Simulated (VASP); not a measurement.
# Sr (Pm-3m) in VASP: relaxation of cell and atoms with LDA

Aim: the relaxation of cell and atoms of Sr with LDA.

Program: VASP 6.6.1. These are calculated values, not measurements. Logs are shortened: lines on timing, memory, paths and dates and some standing lists are left out, and cuts for length are marked.

## Step 1: The cell of the first run

It takes space group Pm-3m (No. 221, cubic). Conventional cell: a = 3.290 Å, b = 3.290 Å, c = 3.290 Å, α = 90.00°, β = 90.00°, γ = 90.00°. Sr (site symmetry m-3m) has 6 Sr at 3.29 Å within 4.3 Å.

This isn't the form of Sr at room conditions, which is fcc.

## Step 2: Relaxation of cell and atoms, LDA, target pressure 8.1 GPa, at which the enthalpy is minimised

File INCAR:

```
SYSTEM = Sr
PREC     = Accurate       ! precision mode
ENCUT    = 600            ! plane-wave cutoff, eV
EDIFF    = 1E-7           ! SCF threshold, eV
ISMEAR   = -1             ! smearing method
SIGMA    = 0.1            ! smearing width, eV
LREAL    = .FALSE.        ! projectors in reciprocal space
LASPH    = .TRUE.         ! aspherical terms in the spheres
NELM     = 100            ! most SCF steps
ALGO     = Normal         ! electronic algorithm
ISIF     = 3              ! what is computed and relaxed
LWAVE    = .FALSE.        ! write WAVECAR
LCHARG   = .FALSE.        ! write CHGCAR
GGA      = CA             ! functional
IBRION   = 2              ! ionic algorithm
NSW      = 60             ! ionic steps
EDIFFG   = -0.005         ! ionic threshold
PSTRESS  = 81.0
```

File KPOINTS:

```
regular mesh
0
G
  12 12 12
  0 0 0
```

File POSCAR:

```
Sr
1.0
    3.2901657637      0.0000000000      0.0000000000
    0.0000000000      3.2901657637      0.0000000000
    0.0000000000      0.0000000000      3.2901657637
Sr
1
Direct
    0.0000000000      0.0000000000      0.0000000000
```

Potentials or basis: VASP PAW LDA potentials, release 64 (Sr_sv).

On the command line:

```
$ cat potpaw_LDA.64/Sr_sv/POTCAR > POTCAR
$ mpirun -np 1 vasp_std > vasp.out
```

OUTCAR:

```text
SYSTEM = Sr
   PREC = Accurate
   ENCUT = 600
   EDIFF = 1E-7
   ISMEAR = -1
   LREAL = .FALSE.
   LASPH = .TRUE.
   NELM = 100
   ISIF = 3
   GGA = CA
   IBRION = 2
   NSW = 60
   EDIFFG = -0.005
   PSTRESS = 81.0

 ion  position               nearest neighbor table
   1  0.000  0.000  0.000-

  LATTYP: Found a simple cubic cell.
 ALAT       =     3.2901657637

  Lattice vectors:

 A1 = (   3.2901657637,   0.0000000000,   0.0000000000)
 A2 = (   0.0000000000,   3.2901657637,   0.0000000000)
 A3 = (   0.0000000000,   0.0000000000,   3.2901657637)

Analysis of symmetry for initial positions (statically):
=====================================================================
 Subroutine PRICEL returns:
 Original cell was already a primitive cell.

 Routine SETGRP: Setting up the symmetry group for a
 simple cubic supercell.

 Subroutine GETGRP returns: Found 48 space group operations
 (whereof 48 operations were pure point group operations)
 out of a pool of 48 trial point group operations.

The static configuration has the point symmetry O_h .

Analysis of symmetry for dynamics (positions and initial velocities):
=====================================================================
 Subroutine PRICEL returns:
 Original cell was already a primitive cell.

 Routine SETGRP: Setting up the symmetry group for a
 simple cubic supercell.

 Subroutine GETGRP returns: Found 48 space group operations
 (whereof 48 operations were pure point group operations)
 out of a pool of 48 trial point group operations.

The dynamic configuration has the point symmetry O_h .

 Subroutine INISYM returns: Found 48 space group operations
 (whereof 48 operations are pure point group operations),
 and found     1 'primitive' translations

----------------------------------------------------------------------------------------

                                     Primitive cell

  volume of cell :      35.6167

  direct lattice vectors                    reciprocal lattice vectors
     3.290165764  0.000000000  0.000000000     0.303936054  0.000000000  0.000000000
     0.000000000  3.290165764  0.000000000     0.000000000  0.303936054  0.000000000
     0.000000000  0.000000000  3.290165764     0.000000000  0.000000000  0.303936054

  length of vectors
     3.290165764  3.290165764  3.290165764     0.303936054  0.303936054  0.303936054

  position of ions in fractional coordinates (direct lattice)
     0.000000000  0.000000000  0.000000000

  ion indices of the primitive-cell ions
   primitive index   ion index
                 1           1

----------------------------------------------------------------------------------------

 KPOINTS: regular mesh

Automatic generation of k-mesh.
 Grid dimensions read from file:
 generate k-points for:   12   12   12

 Generating k-lattice:

  Cartesian coordinates                     Fractional coordinates (reciprocal lattice)
     0.025328005  0.000000000  0.000000000     0.083333333  0.000000000  0.000000000
     0.000000000  0.025328005  0.000000000     0.000000000  0.083333333  0.000000000
     0.000000000  0.000000000  0.025328005     0.000000000  0.000000000  0.083333333

  Length of vectors
     0.025328005  0.025328005  0.025328005

  Shift w.r.t. Gamma in fractional coordinates (k-lattice)
     0.000000000  0.000000000  0.000000000

 Subroutine IBZKPT returns following result:
 ===========================================

 Found     84 irreducible k-points:

 Following reciprocal coordinates:
            Coordinates               Weight
  0.000000  0.000000  0.000000      1.000000
  0.083333  0.000000  0.000000      6.000000
  0.166667  0.000000  0.000000      6.000000
  0.250000  0.000000  0.000000      6.000000
  0.333333  0.000000  0.000000      6.000000
[... 56 lines left out ...]
   IMIX   =      4    mixing-type and parameters
     AMIX     =   0.40;   BMIX     =  1.00
     AMIX_MAG =   1.60;   BMIX_MAG =  1.00
  volume/ion in A,a.u.               =      35.62       240.35
  Fermi-wavevector in a.u.,A,eV,Ry     =   1.071989  2.025766 15.635281  1.149161
  Thomas-Fermi vector in A             =   2.207746
   LORBIT       =      0    0 simple, 1 ext, 2 COOP (PROOUT), +10 PAW based schemes
   GGA     = CA    functional components
   LHFCALC =     F    Hartree Fock is set to
   AEXX    =    0.0000 exact exchange contribution
   IVDW    =     0    specifies the selected vdW correction
   LEPSILON=     F    determine dielectric tensor
   LRPA    =     F    only Hartree local field effects (RPA)
 conjugate gradient relaxation of ions
 non-spin polarized calculation
  energy-cutoff  :      600.00
  volume of cell :       35.62
 maximum number of plane-waves:      1213
 NGX is ok and might be reduce to    28
   NGX = 13   NGY = 13   NGZ = 13

--------------------------------------- Ionic step        1  -------------------------------------------

 number of electron      10.0000000 magnetization

 Free energy of the ion-electron system (eV)
  ---------------------------------------------------
  ext. energy  EPLUGINS =         0.00000000
  ---------------------------------------------------
  free energy    TOTEN  =        -1.37261732 eV

  energy without entropy =       -1.35869390  energy(sigma->0) =       -1.36565561

 E-fermi :   2.9509     XC(G=0):  -9.0416

 val. band max:        2.8801079047   @ k =   0.5000   0.1667   0.1667
 cond. band min:       2.9809939758   @ k =   0.5000   0.5000   0.5000
 fundamental gap:      0.1008860711
 Fermi energy:         2.9509014120

 k-point     1 :       0.0000    0.0000    0.0000
  band No.  band energies     occupation
      1     -33.1703      2.00000
      2     -14.7518      2.00000
      3     -14.7518      2.00000
      4     -14.7518      2.00000
      5      -0.8776      2.00000
      6       3.2579      0.08874
      7       3.2579      0.08874
      8      10.0709      0.00000
      9      10.0709      0.00000
[... 265 lines left out ...]
 k-point    24 :       0.4167    0.3333    0.0000
  band No.  band energies     occupation
      1     -32.9735      2.00000
      2     -15.6837      2.00000
      3     -15.4672      2.00000
      4     -14.5764      2.00000
      5       1.9902      1.99987
      6       3.6128      0.00267
      7       6.3761      0.00000
      8       6.9744      0.00000
      9       7.5465      0.00000

 [... further k-points ...]
[... 5 lines left out ...]
  --------------------------------------------------------------------------------------
  -------------------------------------------------------------------------------------
  Total        1.1255856      1.1255856      1.1255856     -0.0000000     -0.0000000      0.0000000
  in kB       50.6332445     50.6332445     50.6332445     -0.0000000     -0.0000000      0.0000000
  external PRESSURE =     -30.3667555 kB  Pullay stress =      81.0000000 kB

 VOLUME and BASIS-vectors are now :
 -----------------------------------------------------------------------------
  energy-cutoff  :      600.00
  volume of cell :       35.62
      direct lattice vectors                 reciprocal lattice vectors
     3.290165764  0.000000000  0.000000000     0.303936054  0.000000000  0.000000000
     0.000000000  3.290165764  0.000000000     0.000000000  0.303936054  0.000000000
     0.000000000  0.000000000  3.290165764     0.000000000  0.000000000  0.303936054

 POSITION                                       TOTAL-FORCE (eV/Angst)
 -----------------------------------------------------------------------------------
      0.00000      0.00000      0.00000         0.000000      0.000000      0.000000
 -----------------------------------------------------------------------------------
    total drift:                               -0.000000     -0.000000     -0.000000

  FREE ENERGIE OF THE ION-ELECTRON SYSTEM (eV)
  ---------------------------------------------------
  free  energy   TOTEN  =        -1.3726173238 eV

  energy  without entropy=       -1.3586939004  energy(sigma->0) =       -1.36565561

  enthalpy is  TOTEN    =         0.4280263241 eV   P V=        1.8006436478

--------------------------------------- Ionic step        2  -------------------------------------------

 number of electron      10.0000000 magnetization

 Free energy of the ion-electron system (eV)
  ---------------------------------------------------
  ext. energy  EPLUGINS =         0.00000000
  ---------------------------------------------------
  free energy    TOTEN  =        -1.23650829 eV

  energy without entropy =       -1.22354286  energy(sigma->0) =       -1.23002558

 E-fermi :   3.4378     XC(G=0):  -9.4260

 val. band max:        3.3807379116   @ k =   0.5000   0.1667   0.1667
 cond. band min:       3.4623755240   @ k =   0.5000   0.5000   0.4167
 fundamental gap:      0.0816376124
 Fermi energy:         3.4378073384

 k-point     1 :       0.0000    0.0000    0.0000
  band No.  band energies     occupation
      1     -32.6669      2.00000
      2     -14.0802      2.00000
      3     -14.0802      2.00000
      4     -14.0802      2.00000
      5      -0.4176      2.00000
      6       3.6159      0.28842
      7       3.6159      0.28842
      8      11.1379      0.00000
      9      11.1379      0.00000
[... 265 lines left out ...]
 k-point    24 :       0.4167    0.3333    0.0000
  band No.  band energies     occupation
      1     -32.3883      2.00000
      2     -15.2772      2.00000
      3     -14.9998      2.00000
      4     -13.8493      2.00000
      5       2.3111      1.99997
      6       4.2301      0.00072
      7       7.3102      0.00000
      8       7.9712      0.00000
      9       8.3119      0.00000

 [... further k-points ...]
[... 5 lines left out ...]
  --------------------------------------------------------------------------------------
  -------------------------------------------------------------------------------------
  Total        1.6262969      1.6262969      1.6262969      0.0000000      0.0000000     -0.0000000
  in kB       80.7967415     80.7967415     80.7967415      0.0000000      0.0000000     -0.0000000
  external PRESSURE =      -0.2032585 kB  Pullay stress =      81.0000000 kB

 VOLUME and BASIS-vectors are now :
 -----------------------------------------------------------------------------
  energy-cutoff  :      600.00
  volume of cell :       32.25
      direct lattice vectors                 reciprocal lattice vectors
     3.183016271  0.000000000  0.000000000     0.314167417  0.000000000  0.000000000
    -0.000000000  3.183016271  0.000000000    -0.000000000  0.314167417  0.000000000
    -0.000000000 -0.000000000  3.183016271    -0.000000000 -0.000000000  0.314167417

 POSITION                                       TOTAL-FORCE (eV/Angst)
 -----------------------------------------------------------------------------------
      0.00000      0.00000      0.00000         0.000000      0.000000      0.000000
 -----------------------------------------------------------------------------------
    total drift:                               -0.000000     -0.000000     -0.000000

  FREE ENERGIE OF THE ION-ELECTRON SYSTEM (eV)
  ---------------------------------------------------
  free  energy   TOTEN  =        -1.2365082883 eV

  energy  without entropy=       -1.2235428618  energy(sigma->0) =       -1.23002558

  enthalpy is  TOTEN    =         0.3938798703 eV   P V=        1.6303881586

 reached required accuracy - stopping structural energy minimisation
```

Wall time 18 s (1 thread of Intel Xeon 6975P-C (Granite Rapids), shared host); peak memory 0.17 GiB.

What came out:

- Free energy: -1.2365 eV
- Relaxed volume: 32.25 Å³/atom
- Relaxed cell: a = 3.183 Å, b = 3.183 Å, c = 3.183 Å, α = 90.00°, β = 90.00°, γ = 90.00°
- Space group after relaxing (to 0.1 Å): Pm-3m (No. 221)
- Energy change on relaxing (the run minimises the enthalpy): +136.1 meV/atom
- Ionic steps: 2
- Pressure after relaxing: 8.1 GPa
- Band gap on the k mesh: zero (bands 5 and 6 overlap by 0.22 eV)

The path:
```csv
step,energy change (eV),largest force (eV/Å),pressure (GPa),volume (Å³)
1,0.0000,0.0000,5.06,35.62
2,0.1361,0.0000,8.08,32.25
```

Final structure:
```xyz
1
Lattice="3.1830 0.0000 0.0000 0.0000 3.1830 0.0000 0.0000 0.0000 3.1830" Properties=species:S:1:pos:R:3 pbc="T T T"
Sr    0.0000    0.0000    0.0000
```

Caveat: the cell is relaxed towards a set pressure, so the run minimises the enthalpy, not the energy.

The gap in the log of VASP goes by the Fermi energy; the results here count the filled bands.